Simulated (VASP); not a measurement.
Here is a VASP 6.6.1 calculation.

Contents of INCAR:

```
ALGO = Normal
EDIFF = 1E-6
ENCUT = 1330
GGA = CA
GGA_COMPAT = False
ISIF = 2
ISMEAR = -1
LASPH = True
LCHARG = False
LREAL = False
LWAVE = False
NBANDS = 16
NELM = 120
PREC = Accurate
SIGMA = 0.05
```

File KPOINTS:

```
k-points
0
Gamma
  10 10 10
```

The input POSCAR:

```
TaN
1.0
    0.0000000000      2.1964814589      2.1964814589
    2.1964814589      0.0000000000      2.1964814589
    2.1964814589      2.1964814589      0.0000000000
Ta N
1 1
Direct
    0.5000000000      0.5000000000      0.5000000000
    0.0000000000      0.0000000000      0.0000000000
```

Potentials or basis: VASP PAW LDA potentials, release 64 (Ta_sv_GW, N_h).

Command:

```bash
$ cat potpaw_LDA.64/Ta_sv_GW/POTCAR potpaw_LDA.64/N_h/POTCAR > POTCAR
$ mpirun -np 1 vasp_std > vasp.out
```

Question: What does it give for the band gap on the k mesh?

Answer: Zero (bands 9 and 10 overlap by 4.03 eV).

Question: What does it give for the pressure?

Answer: -9.9 GPa.

Caveat: the cell stands under tension; spin-orbit coupling is left out, which moves the levels of the heavy elements.
